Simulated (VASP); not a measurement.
Write the native input for VASP 6.6.1 that does the following.

```yaml
Task: single point
Functional: PBEsol
Potentials_or_basis: VASP PAW PBE potentials, release 64 (Ta_sv_GW, N)
Cutoff: 700 eV
k_mesh: 20 × 20 × 20
Occupations: gaussian, width 0.15 eV
Spin: no spin polarisation
Dipole_correction: no
Further_INCAR_settings: ALGO = Normal; EDIFF = 1e-06; NBANDS = 16
```

The structure of TaN lies in POSCAR:

```
TaN
1.0
    0.0000000000      2.1874436400      2.1874436400
    2.1874436400      0.0000000000      2.1874436400
    2.1874436400      2.1874436400      0.0000000000
Ta N
1 1
Direct
    0.5000000000      0.5000000000      0.5000000000
    0.0000000000      0.0000000000      0.0000000000
```

The input as run:

INCAR

```
  PREC = Accurate
  ENCUT = 700
  EDIFF = 1E-6
  ISMEAR = 0
  SIGMA = 0.15
  LREAL = False
  LASPH = True
  NELM = 120
  ALGO = Normal
  ISIF = 2
  LWAVE = False
  LCHARG = False
  GGA = PS
  NBANDS = 16
  GGA_COMPAT = False
```

KPOINTS

```
regular mesh
0
Gamma
  20 20 20
```

Potentials or basis: VASP PAW PBE potentials, release 64 (Ta_sv_GW, N).

The run is started by

```bash
$ cat potpaw_PBE.64/Ta_sv_GW/POTCAR potpaw_PBE.64/N/POTCAR > POTCAR
$ mpirun -np 1 vasp_std > vasp.out
```

It gave:

```yaml
Pressure: 0.2 GPa
Band_gap_on_the_k_mesh: zero (bands 9 and 10 overlap by 4.13 eV)
```

Caveat: the PAW data sets were made with another functional, which shifts forces and pressure a little; spin-orbit coupling is left out, which moves the levels of the heavy elements.

Run time: 110 s on 1 thread of AMD EPYC 7R13 Processor (Zen 3), on a shared host, peak memory 0.25 GiB.
